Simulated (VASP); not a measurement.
# Y (P6_3/mmc) in VASP: notebook, part 2 of 2

VASP 6.6.1.

**4. Single point, PBE**

INCAR

```
ALGO = Normal ; EDIFF = 1E-6
ENCUT = 520 ; GGA = PE
ISIF = 2 ; ISMEAR = -1
LASPH = True ; LCHARG = False
LREAL = False ; LWAVE = False
NBANDS = 18 ; NELM = 100
PREC = Accurate ; SIGMA = 0.2
```

KPOINTS

```
k-points
0
Gamma
  10 10 6
```

POSCAR

```
Y
1.0
    3.6535431712      0.0000000000      0.0000000000
   -1.8267715856      3.1640612001      0.0000000000
    0.0000000000      0.0000000000      5.6988610241
Y
2
Direct
    0.3333333333      0.6666666667      0.2500000000
    0.6666666667      0.3333333333      0.7500000000
```

Potentials or basis: VASP PAW PBE potentials, release 64 (Y_sv).

Run with:

```
> cat potpaw_PBE.64/Y_sv/POTCAR > POTCAR
> mpirun -np 1 vasp_std > vasp.out
```

OUTCAR:

```text
EDIFF = 1E-6
   ENCUT = 520
   GGA = PE
   ISIF = 2
   ISMEAR = -1
   LASPH = True
   LREAL = False
   NELM = 100
   PREC = Accurate

 ion  position               nearest neighbor table
   1  0.333  0.667  0.250-   2 3.55   2 3.55   2 3.55   2 3.55   2 3.55   2 3.55
   2  0.667  0.333  0.750-   1 3.55   1 3.55   1 3.55   1 3.55   1 3.55   1 3.55

  LATTYP: Found a hexagonal cell.
 ALAT       =     3.6535431712
 C/A-ratio  =     1.5598176228

  Lattice vectors:

 A1 = (   3.6535431712,   0.0000000000,   0.0000000000)
 A2 = (  -1.8267715856,   3.1640612001,   0.0000000000)
 A3 = (   0.0000000000,   0.0000000000,   5.6988610241)

Analysis of symmetry for initial positions (statically):
=====================================================================
 Subroutine PRICEL returns:
 Original cell was already a primitive cell.

 Routine SETGRP: Setting up the symmetry group for a
 hexagonal supercell.

 Subroutine GETGRP returns: Found 24 space group operations
 (whereof 12 operations were pure point group operations)
 out of a pool of 24 trial point group operations.

The static configuration has the point symmetry D_3d.
 The point group associated with its full space group is D_6h.

Analysis of symmetry for dynamics (positions and initial velocities):
=====================================================================
 Subroutine PRICEL returns:
 Original cell was already a primitive cell.

 Routine SETGRP: Setting up the symmetry group for a
 hexagonal supercell.

 Subroutine GETGRP returns: Found 24 space group operations
 (whereof 12 operations were pure point group operations)
 out of a pool of 24 trial point group operations.

The dynamic configuration has the point symmetry D_3d.
 The point group associated with its full space group is D_6h.

 Subroutine INISYM returns: Found 24 space group operations
 (whereof 12 operations are pure point group operations),
 and found     1 'primitive' translations

----------------------------------------------------------------------------------------

                                     Primitive cell

  volume of cell :      65.8790

  direct lattice vectors                    reciprocal lattice vectors
     3.653543171  0.000000000  0.000000000     0.273706907  0.158024756  0.000000000
    -1.826771586  3.164061200  0.000000000     0.000000000  0.316049513  0.000000000
     0.000000000  0.000000000  5.698861024     0.000000000  0.000000000  0.175473660

  length of vectors
     3.653543171  3.653543171  5.698861024     0.316049513  0.316049513  0.175473660

  position of ions in fractional coordinates (direct lattice)
     0.333333333  0.666666667  0.250000000
     0.666666667  0.333333333  0.750000000

  ion indices of the primitive-cell ions
   primitive index   ion index
                 1           1
                 2           2

----------------------------------------------------------------------------------------

 KPOINTS: k-points

Automatic generation of k-mesh.
 Grid dimensions read from file:
 generate k-points for:   10   10    6

 Generating k-lattice:

  Cartesian coordinates                     Fractional coordinates (reciprocal lattice)
     0.027370691  0.015802476  0.000000000     0.100000000  0.000000000  0.000000000
     0.000000000  0.031604951  0.000000000     0.000000000  0.100000000  0.000000000
     0.000000000  0.000000000  0.029245610     0.000000000  0.000000000  0.166666667

  Length of vectors
     0.031604951  0.031604951  0.029245610

  Shift w.r.t. Gamma in fractional coordinates (k-lattice)
     0.000000000  0.000000000  0.000000000

 Subroutine IBZKPT returns following result:
 ===========================================

 Found     56 irreducible k-points:

 Following reciprocal coordinates:
            Coordinates               Weight
  0.000000  0.000000  0.000000      1.000000
  0.100000  0.000000  0.000000      6.000000
  0.200000  0.000000  0.000000      6.000000
  0.300000 -0.000000  0.000000      6.000000
  0.400000 -0.000000  0.000000      6.000000
  0.500000  0.000000  0.000000      3.000000
[... 16 lines left out ...]
  0.300000  0.100000  0.166667     24.000000
  0.400000  0.100000  0.166667     24.000000
 [... further k-points ...]
   k-points           NKPTS =     56   k-points in BZ     NKDIM =     56   number of bands    NBANDS=     18
   number of dos      NEDOS =    301   number of ions     NIONS =      2
   total plane-waves  NPLWV =  32928
   dimension x,y,z NGX =    28 NGY =   28 NGZ =   42
   dimension x,y,z NGXF=    56 NGYF=   56 NGZF=   84
   ions per type =               2
   NGX,Y,Z   is equivalent  to a cutoff of  12.74, 12.74, 12.25 a.u.
   NGXF,Y,Z  is equivalent  to a cutoff of  25.48, 25.48, 24.50 a.u.
 SYSTEM =  unknown system
   PREC   = accura    normal or accurate (medium, high low for compatibility)
   ISTART =      0    job   : 0-new  1-cont  2-samecut
   ICHARG =      2    charge: 1-file 2-atom 10-const
   ISPIN  =      1    spin polarized calculation?
   LNONCOLLINEAR =      F non collinear calculations
   LSORBIT =      F    spin-orbit coupling
   LASPH  =      T    aspherical Exc in radial PAW
   ENCUT  =  520.0 eV  38.22 Ry    6.18 a.u.   6.79  6.79 10.60*2*pi/ulx,y,z
   NELM   =    100;   NELMIN=  2; NELMDL= -5     # of ELM steps
   EDIFF  = 0.1E-05   stopping-criterion for ELM
   LREAL  =      F    real-space projection
   EDIFFG = 0.1E-04   stopping-criterion for IOM
   NSW    =      0    number of steps for IOM
   IBRION =     -1    ionic relax: 0-MD 1-quasi-New 2-CG
   NFREE  =      0    steps in history (QN), initial steepest desc. (CG)
   ISIF   =      2    stress and relaxation
   ISYM   =      2    0-nonsym 1-usesym 2-fastsym
   POTIM  = 0.5000    time-step for ionic-motion
   TEBEG  =    0.0;   TEEND  =   0.0 temperature during run
   PSTRESS=    0.0 pullay stress
   NELECT =      22.0000    total number of electrons
   NUPDOWN=      -1.0000    fix difference up-down
   EMIN   =  10.00;   EMAX   =-10.00  energy-range for DOS
   EFERMI =   0.00;   METHOD = LEGACY
   ISMEAR =    -1;   SIGMA  =   0.20  broadening in eV -4-tet -1-fermi 0-gaus
   EFERMI_NEDOS =   21; number of points for ismear=-14 and -15
   IALGO  =     38    algorithm
   IMIX   =      4    mixing-type and parameters
     AMIX     =   0.40;   BMIX     =  1.00
     AMIX_MAG =   1.60;   BMIX_MAG =  1.00
  volume/ion in A,a.u.               =      32.94       222.29
  Fermi-wavevector in a.u.,A,eV,Ry     =   1.135795  2.146342 17.551931  1.290031
  Thomas-Fermi vector in A             =   2.272500
   LORBIT       =      0    0 simple, 1 ext, 2 COOP (PROOUT), +10 PAW based schemes
   GGA     = PE    functional components
   LHFCALC =     F    Hartree Fock is set to
   AEXX    =    0.0000 exact exchange contribution
   IVDW    =     0    specifies the selected vdW correction
   LEPSILON=     F    determine dielectric tensor
   LRPA    =     F    only Hartree local field effects (RPA)
 non-spin polarized calculation
  energy-cutoff  :      520.00
  volume of cell :       65.88
 maximum number of plane-waves:      1784
 NGX is ok and might be reduce to    28
   NGX = 13   NGY = 13   NGZ = 21

 number of electron      22.0000000 magnetization

 Free energy of the ion-electron system (eV)
  ---------------------------------------------------
  ext. energy  EPLUGINS =         0.00000000
  ---------------------------------------------------
  free energy    TOTEN  =       -13.09614114 eV

  energy without entropy =      -12.67708750  energy(sigma->0) =      -12.88661432

 E-fermi :   2.9902     XC(G=0):  -9.4144

 val. band max:        2.9902229958   @ k =   0.4000  -0.0000   0.1667
 cond. band min:       3.0338996438   @ k =   0.2000   0.0000   0.1667
 fundamental gap:      0.0436766480
 Fermi energy:         2.9902474948

 k-point     1 :       0.0000    0.0000    0.0000
  band No.  band energies     occupation
      1     -39.6979      2.00000
      2     -39.6239      2.00000
      3     -19.9805      2.00000
      4     -19.5009      2.00000
      5     -19.5009      2.00000
      6     -19.4098      2.00000
[... 10 lines left out ...]
     17       5.7380      0.00000
     18       5.7380      0.00000
[... 463 lines left out ...]
 k-point    24 :       0.4000    0.1000    0.1667
  band No.  band energies     occupation
      1     -39.6379      2.00000
      2     -39.6168      2.00000
      3     -19.8794      2.00000
      4     -19.7853      2.00000
      5     -19.6844      2.00000
      6     -19.6129      2.00000
[... 10 lines left out ...]
     17       7.7588      0.00000
     18       8.0010      0.00000

 [... further k-points ...]

------------------------ aborting loop because EDIFF is reached ----------------------------------------

  FORCE on cell =-STRESS in cart. coord.  units (eV):
  Direction    XX          YY          ZZ          XY          YZ          ZX
  --------------------------------------------------------------------------------------
  -------------------------------------------------------------------------------------
  Total        0.0020347      0.0020347      0.2272109      0.0000000      0.0000000      0.0000000
  in kB        0.0494840      0.0494840      5.5257673      0.0000000      0.0000000      0.0000000
  external PRESSURE =       1.8749118 kB  Pullay stress =       0.0000000 kB

 VOLUME and BASIS-vectors are now :
 -----------------------------------------------------------------------------
  energy-cutoff  :      520.00
  volume of cell :       65.88
      direct lattice vectors                 reciprocal lattice vectors
     3.653543171  0.000000000  0.000000000     0.273706907  0.158024756  0.000000000
    -1.826771586  3.164061200  0.000000000     0.000000000  0.316049513  0.000000000
     0.000000000  0.000000000  5.698861024     0.000000000  0.000000000  0.175473660

 POSITION                                       TOTAL-FORCE (eV/Angst)
 -----------------------------------------------------------------------------------
     -0.00000      2.10937      1.42472        -0.000000      0.000000      0.000000
      1.82677      1.05469      4.27415         0.000000     -0.000000      0.000000
 -----------------------------------------------------------------------------------
    total drift:                               -0.000000      0.000000     -0.000000

  FREE ENERGIE OF THE ION-ELECTRON SYSTEM (eV)
  ---------------------------------------------------
  free  energy   TOTEN  =       -13.0961411414 eV

  energy  without entropy=      -12.6770875024  energy(sigma->0) =      -12.88661432
```

stdout:

```text
POSCAR found type information on POSCAR Y
 POSCAR found :  1 types and       2 ions
 scaLAPACK will be used
 LDA part: xc-table for (Slater+PW92), standard interpolation
 POSCAR, INCAR and KPOINTS ok, starting setup
 FFT: planning ... GRIDC
 FFT: planning ... GRID_SOFT
 FFT: planning ... GRID
 WAVECAR not read
 entering main loop
```

Run time: 2.8 min. Hardware: 1 thread of Intel Xeon 8259CL, shared host; peak memory 0.22 GiB.

Results:

```yaml
Free_energy: -13.0961 eV
Pressure: 0.2 GPa
Band_gap_on_the_k_mesh: zero (bands 11 and 12 overlap by 1.45 eV)
```

Levels at points of the mesh, in eV from the Fermi level:
| k point | band 7 | band 8 | band 9 | band 10 | band 11 | band 12 | band 13 | band 14 | band 15 | band 16 |
| --- | --- | --- | --- | --- | --- | --- | --- | --- | --- | --- |
| (0.00, 0.00, 0.00) | -22.40 | -22.37 | -4.69 | -1.84 | 0.91 | 1.74 | 1.74 | 2.09 | 2.36 | 2.36 |
| (0.50, 0.00, 0.00) | -22.53 | -22.45 | -1.68 | -1.18 | -0.81 | -0.13 | 1.41 | 1.44 | 2.08 | 4.98 |
| (0.00, 0.00, 0.50) | -22.45 | -22.45 | -3.24 | -3.24 | 0.97 | 0.97 | 1.65 | 1.65 | 1.65 | 1.65 |
| (0.50, 0.00, 0.50) | -22.52 | -22.52 | -1.64 | -1.64 | 0.08 | 0.08 | 1.37 | 1.37 | 2.74 | 2.74 |

**5. Single point, PBE**

INCAR

```
PREC = Accurate
ENCUT = 520
EDIFF = 1E-6
ISMEAR = -1
SIGMA = 0.3
LREAL = F
LASPH = T
NELM = 80
ALGO = Normal
ISIF = 2
LWAVE = F
LCHARG = T
GGA = PE
LELF = T
LVHAR = T
NBANDS = 18
```

KPOINTS

```
Automatic mesh
0
Gamma
  10 10 6
```

POSCAR is that of step 4.

Run with:

```
> cat potpaw_PBE.64/Y_sv/POTCAR > POTCAR
> mpirun -np 1 vasp_std > vasp.out
```

Run time: 2.8 min. Hardware: 1 thread of Intel Xeon 8259CL, shared host; peak memory 0.22 GiB.

Results (log left out):

```
Free energy            : -13.3476 eV
Pressure               : 0.6 GPa
Band gap on the k mesh : zero (bands 11 and 12 overlap by 1.45 eV)
```

Stress tensor (GPa, compression positive):
```
0.31 0.00 0.00
0.00 0.31 0.00
0.00 0.00 1.29
```

Levels at points of the mesh, in eV from the Fermi level:
```tsv
k point	band 9	band 10	band 11	band 12	band 13	band 14
(0.00, 0.00, 0.00)	-4.69	-1.85	0.90	1.74	1.74	2.09
(0.50, 0.00, 0.00)	-1.68	-1.18	-0.81	-0.13	1.41	1.44
(0.00, 0.00, 0.50)	-3.25	-3.25	0.97	0.97	1.65	1.65
(0.50, 0.00, 0.50)	-1.65	-1.65	0.08	0.08	1.37	1.37
```

Caveat: so wide a smearing shifts energies and pressures.

**6. Single point, PBE**

INCAR

```
SYSTEM = Y
PREC = Accurate ; ENCUT = 520
EDIFF = 1E-6 ; ISMEAR = -1
SIGMA = 0.6 ; LREAL = .FALSE.
LASPH = .TRUE. ; NELM = 60
ALGO = Normal ; ISIF = 2
LWAVE = .FALSE. ; LCHARG = .FALSE.
GGA = PE ; NBANDS = 18
```

KPOINTS

```
Automatic mesh
0
G
  10 10 6
  0 0 0
```

POSCAR is that of step 5.

Potentials or basis: VASP PAW PBE potentials, release 64 (Y_sv).

Run with:

```
> cat potpaw_PBE.64/Y_sv/POTCAR > POTCAR
> mpirun -np 1 vasp_std > vasp.out
```

It took 2.7 min on 1 thread of Intel Xeon 8259CL, shared host; peak memory 0.22 GiB.

The run converged. Its results:

- Free energy: -14.5992 eV
- Pressure: 2.5 GPa
- Band gap on the k mesh: zero (bands 11 and 12 overlap by 1.48 eV)

Stress tensor (GPa, compression positive):
```
1.87 0.00 0.00
0.00 1.87 0.00
0.00 0.00 3.89
```

Levels at points of the mesh, in eV from the Fermi level:
```
           k point  band 7  band 8  band 9  band 10  band 11  band 12  band 13  band 14  band 15  band 16
(0.00, 0.00, 0.00)  -22.26  -22.23   -4.66    -1.80     0.94     1.81     1.81     2.16     2.43     2.43
(0.50, 0.00, 0.00)  -22.39  -22.32   -1.63    -1.14    -0.76    -0.09     1.47     1.51     2.14     5.07
(0.00, 0.00, 0.50)  -22.31  -22.31   -3.21    -3.21     1.03     1.03     1.72     1.72     1.72     1.72
(0.50, 0.00, 0.50)  -22.38  -22.38   -1.61    -1.61     0.13     0.13     1.41     1.41     2.82     2.82
```

Caveat: so wide a smearing shifts energies and pressures.

**7. Summary**

```tsv
smearing	gap on the mesh (eV)	pressure (GPa)
fermi-dirac 0.01 eV	none	-0.3
fermi-dirac 0.03 eV	none	-0.3
fermi-dirac 0.2 eV	none	0.2
fermi-dirac 0.3 eV	none	0.6
fermi-dirac 0.6 eV	none	2.5
```

Alike in all rows: task single point; level PBE; potentials or basis VASP PAW PBE potentials, release 64 (Y_sv); no spin polarisation; cell as given; k mesh 10 × 10 × 6; cutoff (eV) 520.

Caveats: so wide a smearing shifts energies and pressures (at least some runs).

Total energies depend on the potentials used, so only differences within one code and one set of settings carry meaning.
